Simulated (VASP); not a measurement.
# TiC (P6/mmm) in VASP: single point with PBE

Aim: the single point of TiC with PBE.

All numbers are computed with VASP 6.6.1; they aren't measurements. Logs are shortened: lines on timing, memory, paths and dates and some standing lists are left out, and cuts for length are marked.

### Step 1. The cell of the first run

The structure is hexagonal, space group P6/mmm (No. 191). Conventional cell: a = 4.316 Å, b = 4.316 Å, c = 4.203 Å, α = 90.00°, β = 90.00°, γ = 120.00°. Ti (site symmetry -6m2) has 2 C at 2.10 Å and 3 Ti at 2.49 Å within 2.8 Å. Within 2.8 Å of C (site symmetry -6m2) lie 2 Ti at 2.10 Å and 3 C at 2.49 Å.

The cell was generated, and may not be a known phase.

### Step 2. Single point, PBE, collinear spin

INCAR

```
ALGO = Normal
EDIFF = 1E-7
ENCUT = 520
GGA = PE
ISIF = 2
ISMEAR = 0
ISPIN = 2
LASPH = T
LCHARG = F
LMAXMIX = 4
LORBIT = 11
LREAL = F
LWAVE = F
MAGMOM = 0.71 0.71 0 0
NBANDS = 28
NELM = 150
PREC = Accurate
SIGMA = 0.1
```

KPOINTS

```
k-points
0
Gamma
  12 12 12
```

POSCAR

```
TiC
1.0
    4.3155618434      0.0000000000      0.0000000000
   -2.1577809217      3.7373861880      0.0000000000
    0.0000000000      0.0000000000      4.2030485181
Ti C
2 2
Direct
    0.3333333333      0.6666666667      0.0000000000
    0.6666666667      0.3333333333      0.0000000000
    0.3333333333      0.6666666667      0.5000000000
    0.6666666667      0.3333333333      0.5000000000
```

Potentials or basis: VASP PAW PBE potentials, release 64 (Ti_sv, C).

The run is started by

```bash
> cat potpaw_PBE.64/Ti_sv/POTCAR potpaw_PBE.64/C/POTCAR > POTCAR
> mpirun -np 1 vasp_std > vasp.out
```

OUTCAR:

```text
EDIFF = 1E-7
   ENCUT = 520
   GGA = PE
   ISIF = 2
   ISMEAR = 0
   ISPIN = 2
   LASPH = T
   LORBIT = 11
   LREAL = F
   NELM = 150
   PREC = Accurate

 ion  position               nearest neighbor table
   1  0.333  0.667  0.000-   3 2.10   3 2.10   2 2.49   2 2.49   2 2.49
   2  0.667  0.333  0.000-   4 2.10   4 2.10   1 2.49   1 2.49   1 2.49
   3  0.333  0.667  0.500-   1 2.10   1 2.10
   4  0.667  0.333  0.500-   2 2.10   2 2.10

  LATTYP: Found a hexagonal cell.
 ALAT       =     4.3155618434
 C/A-ratio  =     0.9739284642

  Lattice vectors:

 A1 = (   4.3155618434,   0.0000000000,   0.0000000000)
 A2 = (  -2.1577809217,   3.7373861880,   0.0000000000)
 A3 = (   0.0000000000,   0.0000000000,   4.2030485181)

Analysis of symmetry for initial positions (statically):
=====================================================================
 Subroutine PRICEL returns:
 Original cell was already a primitive cell.

 Routine SETGRP: Setting up the symmetry group for a
 hexagonal supercell.

 Subroutine GETGRP returns: Found 24 space group operations
 (whereof 24 operations were pure point group operations)
 out of a pool of 24 trial point group operations.

The static configuration has the point symmetry D_6h.

Analysis of symmetry for dynamics (positions and initial velocities):
=====================================================================
 Subroutine PRICEL returns:
 Original cell was already a primitive cell.

 Routine SETGRP: Setting up the symmetry group for a
 hexagonal supercell.

 Subroutine GETGRP returns: Found 24 space group operations
 (whereof 24 operations were pure point group operations)
 out of a pool of 24 trial point group operations.

The dynamic configuration has the point symmetry D_6h.

Analysis of structural, dynamic, and magnetic symmetry:
=====================================================================
 Subroutine PRICEL returns:
 Original cell was already a primitive cell.

 Routine SETGRP: Setting up the symmetry group for a
 hexagonal supercell.

 Subroutine GETGRP returns: Found 24 space group operations
 (whereof 24 operations were pure point group operations)
 out of a pool of 24 trial point group operations.

The overall configuration has the point symmetry D_6h.

 Subroutine INISYM returns: Found 24 space group operations
 (whereof 24 operations are pure point group operations),
 and found     1 'primitive' translations

----------------------------------------------------------------------------------------

                                     Primitive cell

  volume of cell :      67.7906

  direct lattice vectors                    reciprocal lattice vectors
     4.315561843  0.000000000  0.000000000     0.231719539  0.133783338  0.000000000
    -2.157780922  3.737386188  0.000000000     0.000000000  0.267566676  0.000000000
     0.000000000  0.000000000  4.203048518     0.000000000  0.000000000  0.237922545

  length of vectors
     4.315561843  4.315561843  4.203048518     0.267566676  0.267566676  0.237922545

  position of ions in fractional coordinates (direct lattice)
     0.333333333  0.666666667  0.000000000
     0.666666667  0.333333333  0.000000000
     0.333333333  0.666666667  0.500000000
     0.666666667  0.333333333  0.500000000

  ion indices of the primitive-cell ions
   primitive index   ion index
                 1           1
                 2           2
                 3           3
                 4           4

----------------------------------------------------------------------------------------

 KPOINTS: k-points

Automatic generation of k-mesh.
 Grid dimensions read from file:
 generate k-points for:   12   12   12

 Generating k-lattice:

  Cartesian coordinates                     Fractional coordinates (reciprocal lattice)
     0.019309962  0.011148612  0.000000000     0.083333333  0.000000000  0.000000000
     0.000000000  0.022297223  0.000000000     0.000000000  0.083333333  0.000000000
     0.000000000  0.000000000  0.019826879     0.000000000  0.000000000  0.083333333

  Length of vectors
     0.022297223  0.022297223  0.019826879

  Shift w.r.t. Gamma in fractional coordinates (k-lattice)
     0.000000000  0.000000000  0.000000000

 Subroutine IBZKPT returns following result:
 ===========================================

 Found    133 irreducible k-points:

 Following reciprocal coordinates:
            Coordinates               Weight
  0.000000  0.000000  0.000000      1.000000
  0.083333 -0.000000  0.000000      6.000000
  0.166667 -0.000000  0.000000      6.000000
  0.250000 -0.000000  0.000000      6.000000
  0.333333 -0.000000  0.000000      6.000000
  0.416667 -0.000000  0.000000      6.000000
[... 16 lines left out ...]
  0.250000 -0.000000  0.083333     12.000000
  0.333333 -0.000000  0.083333     12.000000
 [... further k-points ...]
   k-points           NKPTS =    133   k-points in BZ     NKDIM =    133   number of bands    NBANDS=     28
   number of dos      NEDOS =    301   number of ions     NIONS =      4
   total plane-waves  NPLWV =  32768
   dimension x,y,z NGX =    32 NGY =   32 NGZ =   32
   dimension x,y,z NGXF=    64 NGYF=   64 NGZF=   64
   ions per type =               2   2
   NGX,Y,Z   is equivalent  to a cutoff of  12.33, 12.33, 12.66 a.u.
   NGXF,Y,Z  is equivalent  to a cutoff of  24.65, 24.65, 25.31 a.u.
 SYSTEM =  unknown system
   PREC   = accura    normal or accurate (medium, high low for compatibility)
   ISTART =      0    job   : 0-new  1-cont  2-samecut
   ICHARG =      2    charge: 1-file 2-atom 10-const
   ISPIN  =      2    spin polarized calculation?
   LNONCOLLINEAR =      F non collinear calculations
   LSORBIT =      F    spin-orbit coupling
   LASPH  =      T    aspherical Exc in radial PAW
   ENCUT  =  520.0 eV  38.22 Ry    6.18 a.u.   8.02  8.02  7.81*2*pi/ulx,y,z
   NELM   =    150;   NELMIN=  2; NELMDL= -5     # of ELM steps
   EDIFF  = 0.1E-06   stopping-criterion for ELM
   LREAL  =      F    real-space projection
   EDIFFG = 0.1E-05   stopping-criterion for IOM
   NSW    =      0    number of steps for IOM
   IBRION =     -1    ionic relax: 0-MD 1-quasi-New 2-CG
   NFREE  =      0    steps in history (QN), initial steepest desc. (CG)
   ISIF   =      2    stress and relaxation
   ISYM   =      2    0-nonsym 1-usesym 2-fastsym
   POTIM  = 0.5000    time-step for ionic-motion
   TEBEG  =    0.0;   TEEND  =   0.0 temperature during run
   PSTRESS=    0.0 pullay stress
   NELECT =      32.0000    total number of electrons
   NUPDOWN=      -1.0000    fix difference up-down
   EMIN   =  10.00;   EMAX   =-10.00  energy-range for DOS
   EFERMI =   0.00;   METHOD = LEGACY
   ISMEAR =     0;   SIGMA  =   0.10  broadening in eV -4-tet -1-fermi 0-gaus
   EFERMI_NEDOS =   21; number of points for ismear=-14 and -15
   IALGO  =     38    algorithm
   IMIX   =      4    mixing-type and parameters
     AMIX     =   0.40;   BMIX     =  1.00
     AMIX_MAG =   1.60;   BMIX_MAG =  1.00
  volume/ion in A,a.u.               =      16.95       114.37
  Fermi-wavevector in a.u.,A,eV,Ry     =   1.274681  2.408798 22.106912  1.624812
  Thomas-Fermi vector in A             =   2.407436
   LORBIT       =     11    0 simple, 1 ext, 2 COOP (PROOUT), +10 PAW based schemes
   GGA     = PE    functional components
   LHFCALC =     F    Hartree Fock is set to
   AEXX    =    0.0000 exact exchange contribution
   IVDW    =     0    specifies the selected vdW correction
   LEPSILON=     F    determine dielectric tensor
   LRPA    =     F    only Hartree local field effects (RPA)
 spin polarized calculation
 Gauss-broadening in eV      SIGMA  =   0.10
  energy-cutoff  :      520.00
  volume of cell :       67.79
 maximum number of plane-waves:      1839
   NGX = 17   NGY = 17   NGZ = 15

 number of electron      31.9999999 magnetization       1.7672540

 Free energy of the ion-electron system (eV)
  ---------------------------------------------------
  ext. energy  EPLUGINS =         0.00000000
  ---------------------------------------------------
  free energy    TOTEN  =       -25.36779793 eV

  energy without entropy =      -25.34659378  energy(sigma->0) =      -25.35719586

 E-fermi :   4.0842     XC(G=0):  -9.8603

 val. band max:        4.0840484274   @ k =   0.3333   0.0833   0.5000
 cond. band min:       4.0876547599   @ k =   0.2500   0.0833   0.1667
 fundamental gap:      0.0036063325
 Fermi energy:         4.0842212020

 spin component 1

 k-point     1 :       0.0000    0.0000    0.0000
  band No.  band energies     occupation
      1     -52.7267      1.00000
      2     -52.3938      1.00000
      3     -29.4141      1.00000
      4     -29.4141      1.00000
      5     -28.8253      1.00000
      6     -28.5726      1.00000
[... 20 lines left out ...]
     27       9.0902      0.00000
[... 691 lines left out ...]
      6     -28.6860      1.00000
[... 20 lines left out ...]
     27       9.6106      0.00000
     28      11.4641      0.00000

 [... further k-points ...]

 spin component 2

 k-point     1 :       0.0000    0.0000    0.0000
  band No.  band energies     occupation
      1     -52.0604      1.00000
      2     -51.7410      1.00000
      3     -28.6252      1.00000
      4     -28.6252      1.00000
      5     -28.3653      1.00000
      6     -28.1180      1.00000
[... 20 lines left out ...]
     27       9.4449      0.00000
[... 691 lines left out ...]
      6     -28.1711      1.00000
[... 20 lines left out ...]
     27      10.0176      0.00000
     28      11.9839      0.00000

 [... further k-points ...]

------------------------ aborting loop because EDIFF is reached ----------------------------------------

  FORCE on cell =-STRESS in cart. coord.  units (eV):
  Direction    XX          YY          ZZ          XY          YZ          ZX
  --------------------------------------------------------------------------------------
  -------------------------------------------------------------------------------------
  Total       -0.0294429     -0.0294429      0.0076585      0.0000000      0.0000000      0.0000000
  in kB       -0.6958586     -0.6958586      0.1810028      0.0000000      0.0000000      0.0000000
  external PRESSURE =      -0.4035715 kB  Pullay stress =       0.0000000 kB

 VOLUME and BASIS-vectors are now :
 -----------------------------------------------------------------------------
  energy-cutoff  :      520.00
  volume of cell :       67.79
      direct lattice vectors                 reciprocal lattice vectors
     4.315561843  0.000000000  0.000000000     0.231719539  0.133783338  0.000000000
    -2.157780922  3.737386188  0.000000000     0.000000000  0.267566676  0.000000000
     0.000000000  0.000000000  4.203048518     0.000000000  0.000000000  0.237922545

 POSITION                                       TOTAL-FORCE (eV/Angst)
 -----------------------------------------------------------------------------------
     -0.00000      2.49159      0.00000        -0.000000     -0.000000      0.000000
      2.15778      1.24580      0.00000         0.000000     -0.000000      0.000000
     -0.00000      2.49159      2.10152        -0.000000     -0.000000      0.000000
      2.15778      1.24580      2.10152         0.000000      0.000000      0.000000
 -----------------------------------------------------------------------------------
    total drift:                               -0.000000      0.000000     -0.000000

  FREE ENERGIE OF THE ION-ELECTRON SYSTEM (eV)
  ---------------------------------------------------
  free  energy   TOTEN  =       -25.3677979296 eV

  energy  without entropy=      -25.3465937819  energy(sigma->0) =      -25.35719586

 total charge

# of ion       s       p       d       tot
------------------------------------------
    1        2.260   6.121   2.066  10.447
    2        2.260   6.121   2.066  10.447
    3        0.988   1.174   0.000   2.161
    4        0.988   1.174   0.000   2.161
--------------------------------------------------
tot          6.494  14.590   4.131  25.215

 magnetization (x)

# of ion       s       p       d       tot
------------------------------------------
    1        0.045   0.026   0.696   0.767
    2        0.045   0.026   0.696   0.767
    3       -0.003  -0.032   0.000  -0.035
    4       -0.003  -0.032   0.000  -0.035
--------------------------------------------------
tot          0.084  -0.011   1.391   1.464
```

It took 5.3 min on 1 thread of Intel Xeon Platinum 8488C (Sapphire Rapids), shared host; peak memory 0.45 GiB.

Results:

- Free energy: -25.3678 eV
- Pressure: 0.0 GPa
- Net moment: 1.77 μB per cell
- Site moments: Ti +0.77; C -0.04 μB
- Valence electrons inside the program's atomic spheres: Ti 10.45; C 2.16

Stress tensor (GPa, compression positive):
```
-0.07  0.00  0.00
 0.00 -0.07  0.00
 0.00  0.00  0.02
```
